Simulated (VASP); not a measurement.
# HfO2 (Fm-3m) in VASP: a series of runs

HfO2 is run at these levels: LDA; tasks: single point, relaxation of cell and atoms.

Everything below comes from runs of VASP 6.6.1. Logs are shortened: lines on timing, memory, paths and dates and some standing lists are left out, and cuts for length are marked.

## Step 1: The cell of the first run

Symmetry: Fm-3m, No. 225, cubic system. Conventional cell: a = 4.962 Å, b = 4.962 Å, c = 4.962 Å, α = 90.00°, β = 90.00°, γ = 90.00°. Within 2.8 Å of Hf (site symmetry m-3m) lie 8 O at 2.15 Å. O (site symmetry -43m) has 4 Hf at 2.15 Å and 6 O at 2.48 Å within 2.8 Å.

## Step 2: Single point, LDA

Input file INCAR:

```
SYSTEM = HfO2
ALGO     = Normal         ! electronic algorithm
EDIFF    = 1E-6           ! SCF threshold, eV
ENCUT    = 600            ! plane-wave cutoff, eV
GGA      = CA             ! functional
GGA_COMPAT= .FALSE.      
ISIF     = 2              ! what is computed and relaxed
ISMEAR   = 0              ! smearing method
LASPH    = .TRUE.         ! aspherical terms in the spheres
LCHARG   = .TRUE.         ! write CHGCAR
LELF     = .TRUE.         ! ELF
LREAL    = .FALSE.        ! projectors in reciprocal space
LVHAR    = .TRUE.       
LWAVE    = .FALSE.        ! write WAVECAR
NBANDS   = 18             ! bands
NELM     = 120            ! most SCF steps
PREC     = Accurate       ! precision mode
SIGMA    = 0.01           ! smearing width, eV
```

Input file KPOINTS:

```
k-points
0
G
  5 5 5
  0 0 0
```

Input file POSCAR:

```
HfO2
1.0
    0.0000000000      2.4810088702      2.4810088702
    2.4810088702      0.0000000000      2.4810088702
    2.4810088702      2.4810088702      0.0000000000
Hf O
1 2
Direct
    0.0000000000      0.0000000000      0.0000000000
    0.2500000000      0.2500000000      0.2500000000
    0.7500000000      0.7500000000      0.7500000000
```

Potentials or basis: VASP PAW LDA potentials, release 64 (Hf_pv, O).

Launch:

```bash
> cat potpaw_LDA.64/Hf_pv/POTCAR potpaw_LDA.64/O/POTCAR > POTCAR
> mpirun -np 1 vasp_std > vasp.out
```

OUTCAR:

```text
SYSTEM = HfO2
   EDIFF = 1E-6
   ENCUT = 600
   GGA = CA
   ISIF = 2
   ISMEAR = 0
   LASPH = .TRUE.
   LREAL = .FALSE.
   NELM = 120
   PREC = Accurate

 ion  position               nearest neighbor table
   1  0.000  0.000  0.000-   3 2.15   3 2.15   3 2.15   2 2.15   3 2.15   2 2.15   2 2.15   2 2.15

   2  0.250  0.250  0.250-   1 2.15   1 2.15   1 2.15   1 2.15
   3  0.750  0.750  0.750-   1 2.15   1 2.15   1 2.15   1 2.15

  LATTYP: Found a face centered cubic cell.
 ALAT       =     4.9620177404

  Lattice vectors:

 A1 = (   0.0000000000,   2.4810088702,   2.4810088702)
 A2 = (   2.4810088702,   0.0000000000,   2.4810088702)
 A3 = (   2.4810088702,   2.4810088702,   0.0000000000)

Analysis of symmetry for initial positions (statically):
=====================================================================
 Subroutine PRICEL returns:
 Original cell was already a primitive cell.

 Routine SETGRP: Setting up the symmetry group for a
 face centered cubic supercell.

 Subroutine GETGRP returns: Found 48 space group operations
 (whereof 48 operations were pure point group operations)
 out of a pool of 48 trial point group operations.

The static configuration has the point symmetry O_h .

Analysis of symmetry for dynamics (positions and initial velocities):
=====================================================================
 Subroutine PRICEL returns:
 Original cell was already a primitive cell.

 Routine SETGRP: Setting up the symmetry group for a
 face centered cubic supercell.

 Subroutine GETGRP returns: Found 48 space group operations
 (whereof 48 operations were pure point group operations)
 out of a pool of 48 trial point group operations.

The dynamic configuration has the point symmetry O_h .

 Subroutine INISYM returns: Found 48 space group operations
 (whereof 48 operations are pure point group operations),
 and found     1 'primitive' translations

----------------------------------------------------------------------------------------

                                     Primitive cell

  volume of cell :      30.5432

  direct lattice vectors                    reciprocal lattice vectors
     0.000000000  2.481008870  2.481008870    -0.201530920  0.201530920  0.201530920
     2.481008870  0.000000000  2.481008870     0.201530920 -0.201530920  0.201530920
[... 70 lines left out ...]
   ENCUT  =  600.0 eV  44.10 Ry    6.64 a.u.   7.01  7.01  7.01*2*pi/ulx,y,z
   NELM   =    120;   NELMIN=  2; NELMDL= -5     # of ELM steps
   EDIFF  = 0.1E-05   stopping-criterion for ELM
   LREAL  =      F    real-space projection
   EDIFFG = 0.1E-04   stopping-criterion for IOM
   NSW    =      0    number of steps for IOM
   IBRION =     -1    ionic relax: 0-MD 1-quasi-New 2-CG
   NFREE  =      0    steps in history (QN), initial steepest desc. (CG)
   ISIF   =      2    stress and relaxation
   ISYM   =      2    0-nonsym 1-usesym 2-fastsym
   POTIM  = 0.5000    time-step for ionic-motion
   TEBEG  =    0.0;   TEEND  =   0.0 temperature during run
   PSTRESS=    0.0 pullay stress
   NELECT =      22.0000    total number of electrons
   NUPDOWN=      -1.0000    fix difference up-down
   EMIN   =  10.00;   EMAX   =-10.00  energy-range for DOS
   EFERMI =   0.00;   METHOD = LEGACY
   ISMEAR =     0;   SIGMA  =   0.01  broadening in eV -4-tet -1-fermi 0-gaus
   EFERMI_NEDOS =   21; number of points for ismear=-14 and -15
   IALGO  =     38    algorithm
   IMIX   =      4    mixing-type and parameters
     AMIX     =   0.40;   BMIX     =  1.00
     AMIX_MAG =   1.60;   BMIX_MAG =  1.00
  volume/ion in A,a.u.               =      10.18        68.71
  Fermi-wavevector in a.u.,A,eV,Ry     =   1.467498  2.773168 29.300817  2.153549
  Thomas-Fermi vector in A             =   2.583108
   LORBIT       =      0    0 simple, 1 ext, 2 COOP (PROOUT), +10 PAW based schemes
   GGA     = CA    functional components
   LHFCALC =     F    Hartree Fock is set to
   AEXX    =    0.0000 exact exchange contribution
   IVDW    =     0    specifies the selected vdW correction
   LEPSILON=     F    determine dielectric tensor
   LRPA    =     F    only Hartree local field effects (RPA)
 non-spin polarized calculation
 Gauss-broadening in eV      SIGMA  =   0.01
  energy-cutoff  :      600.00
  volume of cell :       30.54
 maximum number of plane-waves:      1031
   NGX = 13   NGY = 13   NGZ = 13

 number of electron      22.0000008 magnetization

 Free energy of the ion-electron system (eV)
  ---------------------------------------------------
  ext. energy  EPLUGINS =         0.00000000
  ---------------------------------------------------
  free energy    TOTEN  =       -33.07236187 eV

  energy without entropy =      -33.07236187  energy(sigma->0) =      -33.07236187

 E-fermi :   4.4869     XC(G=0): -12.6532

 val. band max:        4.4169864887   @ k =  -0.4000   0.4000   0.0000
 cond. band min:       8.4613435485   @ k =   0.0000   0.0000   0.0000
 fundamental gap:      4.0443570598
 Fermi energy:         4.4868566240

 k-point     1 :       0.0000    0.0000    0.0000
  band No.  band energies     occupation
      1     -24.5766      2.00000
      2     -24.5766      2.00000
      3     -24.5766      2.00000
      4     -14.2575      2.00000
      5     -10.7570      2.00000
      6      -1.1863      2.00000
[... 187 lines left out ...]
      5     -11.9945      2.00000
      6      -1.0521      2.00000
[... 10 lines left out ...]
     17      16.8803      0.00000
     18      17.6019      0.00000

------------------------ aborting loop because EDIFF is reached ----------------------------------------

  FORCE on cell =-STRESS in cart. coord.  units (eV):
  Direction    XX          YY          ZZ          XY          YZ          ZX
  --------------------------------------------------------------------------------------
  -------------------------------------------------------------------------------------
  Total        0.6272771      0.6272771      0.6272771      0.0000000      0.0000000      0.0000000
  in kB       32.9044847     32.9044847     32.9044847      0.0000000      0.0000000      0.0000000
  external PRESSURE =      32.9044847 kB  Pullay stress =       0.0000000 kB

 VOLUME and BASIS-vectors are now :
 -----------------------------------------------------------------------------
  energy-cutoff  :      600.00
  volume of cell :       30.54
      direct lattice vectors                 reciprocal lattice vectors
     0.000000000  2.481008870  2.481008870    -0.201530920  0.201530920  0.201530920
     2.481008870  0.000000000  2.481008870     0.201530920 -0.201530920  0.201530920
     2.481008870  2.481008870  0.000000000     0.201530920  0.201530920 -0.201530920

 POSITION                                       TOTAL-FORCE (eV/Angst)
 -----------------------------------------------------------------------------------
      0.00000      0.00000      0.00000        -0.000000      0.000000     -0.000000
      1.24050      1.24050      1.24050        -0.000000     -0.000000     -0.000000
      3.72151      3.72151      3.72151         0.000000      0.000000      0.000000
 -----------------------------------------------------------------------------------
    total drift:                                0.000000      0.000000      0.000000

  FREE ENERGIE OF THE ION-ELECTRON SYSTEM (eV)
  ---------------------------------------------------
  free  energy   TOTEN  =       -33.0723618675 eV

  energy  without entropy=      -33.0723618675  energy(sigma->0) =      -33.07236187
```

OSZICAR:

```text
N       E                     dE             d eps       ncg     rms          rms(c)
DAV:   1     0.932751678944E+02    0.93275E+02   -0.13915E+04   360   0.136E+03
DAV:   2    -0.343430974678E+02   -0.12762E+03   -0.12411E+03   438   0.303E+02
DAV:   3    -0.386164173101E+02   -0.42733E+01   -0.42537E+01   434   0.488E+01
DAV:   4    -0.386400861922E+02   -0.23669E-01   -0.23660E-01   442   0.393E+00
DAV:   5    -0.386402127739E+02   -0.12658E-03   -0.12657E-03   408   0.286E-01    0.568E+01
DAV:   6    -0.332666286551E+02    0.53736E+01   -0.19172E+01   368   0.323E+01    0.475E+01
DAV:   7    -0.331312106520E+02    0.13542E+00   -0.70615E-01   400   0.679E+00    0.308E+01
DAV:   8    -0.330883203803E+02    0.42890E-01   -0.22398E-01   404   0.412E+00    0.805E+00
DAV:   9    -0.330729629498E+02    0.15357E-01   -0.58992E-02   390   0.188E+00    0.269E+00
DAV:  10    -0.330723549086E+02    0.60804E-03   -0.24515E-03   394   0.372E-01    0.457E-01
DAV:  11    -0.330723628448E+02   -0.79363E-05   -0.13601E-04   386   0.103E-01    0.799E-02
DAV:  12    -0.330723618675E+02    0.97736E-06   -0.31844E-06   438   0.145E-02
   1 F= -.33072362E+02 E0= -.33072362E+02  d E =-.340528E-24
```

stdout:

```text
POSCAR found type information on POSCAR HfO
 POSCAR found :  2 types and       3 ions
 scaLAPACK will be used
 LDA part: xc-table for (Slater(with rela. corr.)+CA(PZ))
 , standard interpolation
 POSCAR, INCAR and KPOINTS ok, starting setup
 FFT: planning ... GRIDC
 FFT: planning ... GRID_SOFT
 FFT: planning ... GRID
 WAVECAR not read
 entering main loop
```

Wall time 9.5 s (1 thread of Intel Xeon Platinum 8259CL at 2.50GHz (Skylake/Cascade Lake), shared host); peak memory 0.14 GiB.

Results:

- Free energy: -33.0724 eV
- Pressure: 3.3 GPa
- Band gap on the k mesh: 4.04 eV (least direct gap 4.46 eV)

Levels at points of the mesh, in eV from the valence-band top:
| k point | band 8 | band 9 | band 10 | band 11 | band 12 | band 13 | band 14 | band 15 |
| --- | --- | --- | --- | --- | --- | --- | --- | --- |
| (0.00, 0.00, 0.00) | -5.60 | -0.43 | -0.43 | -0.43 | 4.04 | 4.04 | 6.43 | 11.42 |

Caveat: the k points lie up to 0.44 Å⁻¹ apart; spin-orbit coupling is left out, which moves the levels of the heavy elements; an odd mesh through Γ misses points on the zone boundary, where band edges can lie.

## Step 3: Relaxation of cell and atoms, LDA

This run uses another cell than the first one, of 11.15 Å³/atom.

Input file INCAR:

```
SYSTEM = HfO2
PREC = Accurate
ENCUT = 600
EDIFF = 1E-7
ISMEAR = 0
SIGMA = 0.01
LREAL = .False.
LASPH = .True.
NELM = 120
ALGO = Normal
ISIF = 3
LWAVE = .False.
LCHARG = .False.
GGA = CA
IBRION = 2
NSW = 60
EDIFFG = -0.03
GGA_COMPAT = .False.
NELMIN = 4
```

Input file KPOINTS:

```
Automatic mesh
0
Gamma
  5 5 5
  0 0 0
```

Input file POSCAR:

```
HfO2
1.0
    0.0000000000      2.5575000000      2.5575000000
    2.5575000000      0.0000000000      2.5575000000
    2.5575000000      2.5575000000      0.0000000000
Hf O
1 2
Direct
    0.0000000000      0.0000000000      0.0000000000
    0.2500000000      0.2500000000      0.2500000000
    0.7500000000      0.7500000000      0.7500000000
```

Potentials or basis: VASP PAW LDA potentials, release 64 (Hf_pv, O).

Launch:

```bash
> cat potpaw_LDA.64/Hf_pv/POTCAR potpaw_LDA.64/O/POTCAR > POTCAR
> mpirun -np 1 vasp_std > vasp.out
```

Run time: 28 s. Hardware: 1 thread of Intel Xeon Platinum 8259CL at 2.50GHz (Skylake/Cascade Lake), shared host; peak memory 0.16 GiB.

The run converged. Its results:

```
Free energy                           : -33.0855 eV
Relaxed volume                        : 10.30 Å³/atom
Relaxed cell                          : a = 3.522 Å, b = 3.522 Å, c = 3.522 Å, α = 60.00°, β = 60.00°, γ = 60.00°
Space group after relaxing (to 0.1 Å) : Fm-3m (No. 225)
Energy gained by relaxing             : 56.5 meV/atom
Ionic steps                           : 4
Pressure after relaxing               : -0.1 GPa
Band gap on the k mesh                : 4.02 eV (least direct gap 4.42 eV)
```

The path:
```
step  energy change (eV)  largest force (eV/Å)  pressure (GPa)  volume (Å³)
   1              0.0000                0.0000          -19.58        33.46
   2              0.3008                0.0000           46.76        27.28
   3             -0.1692                0.0000           -0.80        30.96
   4             -0.1694                0.0000           -0.13        30.89
```

Final structure:
```yaml
crystal:
  lattice:
    - [0.00000, 2.49031, 2.49031]
    - [2.49031, 0.00000, 2.49031]
    - [2.49031, 2.49031, 0.00000]
  atoms:
    - { symbol: Hf, position: [0.00000, 0.00000, 0.00000] }
    - { symbol: O, position: [0.25000, 0.25000, 0.25000] }
    - { symbol: O, position: [0.75000, 0.75000, 0.75000] }
```

Levels at points of the mesh, in eV from the valence-band top:
```csv
k point,band 8,band 9,band 10,band 11,band 12,band 13,band 14,band 15
"(0.00, 0.00, 0.00)",-5.53,-0.43,-0.43,-0.43,4.02,4.02,6.33,11.27
```

Caveat: the k points lie up to 0.44 Å⁻¹ apart in the final cell; spin-orbit coupling is left out, which moves the levels of the heavy elements; an odd mesh through Γ misses points on the zone boundary, where band edges can lie.
